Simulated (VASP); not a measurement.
Here is a VASP 6.6.1 calculation.

The input INCAR:

```
SYSTEM = ZnAg
PREC = Accurate
ENCUT = 520
EDIFF = 1E-6
ISMEAR = -1
SIGMA = 0.03
LREAL = .FALSE.
LASPH = .TRUE.
NELM = 100
ALGO = Normal
ISIF = 2
LWAVE = .FALSE.
LCHARG = .FALSE.
NBANDS = 18
```

The input KPOINTS:

```
Automatic mesh
0
G
  12 12 12
  0 0 0
```

POSCAR

```
ZnAg
1.0
    3.1664851269      0.0000000000      0.0000000000
    0.0000000000      3.1664851269      0.0000000000
    0.0000000000      0.0000000000      3.1664851269
Zn Ag
1 1
Direct
    0.5000000000      0.5000000000      0.5000000000
    0.0000000000      0.0000000000      0.0000000000
```

Potentials or basis: VASP PAW LDA potentials, release 64 (Zn, Ag).

Command:

```console
$ cat potpaw_LDA.64/Zn/POTCAR potpaw_LDA.64/Ag/POTCAR > POTCAR
$ mpirun -np 1 vasp_std > vasp.out
```

(1) Predict the pressure.

(2) Estimate the band gap on the k mesh.

## Answers

(1) -8.5 GPa.

(2) zero (an odd number of electrons rules out a gap without spin polarisation).

Caveat: the cell stands under tension.
